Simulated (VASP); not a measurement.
Y3LuCl2:

```
Y Lu Cl
1.0
     7.12877    0.00000    0.00000
    -3.56438    6.17369    0.00000
     0.00000    0.00000    3.65092
Y Lu Cl
3 1 2
Direct
  0.50000 0.00000 0.50000
  0.00000 0.50000 0.50000
  0.50000 0.50000 0.50000
  0.00000 0.00000 0.00000
  0.33333 0.66667 0.00000
  0.66667 0.33333 0.00000
```

The cell was built from a structure type or drawn by symmetry, and may not be a known phase.

- Program: VASP 6.6.1
- Task: relaxation of cell and atoms
- Functional: PBE
- Potentials or basis: VASP PAW PBE potentials, release 64 (Y_sv, Lu, Cl)
- Cutoff: 600 eV
- k mesh: 3 × 3 × 6
- Occupations: gaussian, width 0.1 eV
- Spin: no spin polarisation

At the start: pressure -0.0 GPa; volume 26.78 Å³/atom.

Problem. How do energy, volume and symmetry change on relaxing?

Solution. Over 3 steps the energy falls by 2.4 meV/atom and the volume is 26.72 Å³/atom (-0.2 %); space group P6/mmm (No. 191, to 0.1 Å) before and after.

The path:
| step | energy change (eV) | largest force (eV/Å) | pressure (GPa) | volume (Å³) |
| --- | --- | --- | --- | --- |
| 1 | 0.0000 | 0.0000 | -0.03 | 160.68 |
| 2 | -0.0086 | 0.0000 | 0.06 | 160.56 |
| 3 | -0.0142 | 0.0000 | 0.08 | 160.35 |

Final structure:
```cif
data_structure
_symmetry_space_group_name_H-M 'P 1'
_symmetry_Int_Tables_number 1
_cell_length_a 7.1941
_cell_length_b 7.1941
_cell_length_c 3.5775
_cell_angle_alpha 90.000
_cell_angle_beta 90.000
_cell_angle_gamma 120.000
_cell_volume 160.35
loop_
_atom_site_label
_atom_site_type_symbol
_atom_site_fract_x
_atom_site_fract_y
_atom_site_fract_z
_atom_site_occupancy
Y1 Y 0.50000 0.00000 0.50000 1
Y2 Y 0.00000 0.50000 0.50000 1
Y3 Y 0.50000 0.50000 0.50000 1
Lu1 Lu 0.00000 0.00000 0.00000 1
Cl1 Cl 0.33333 0.66667 0.00000 1
Cl2 Cl 0.66667 0.33333 0.00000 1
```
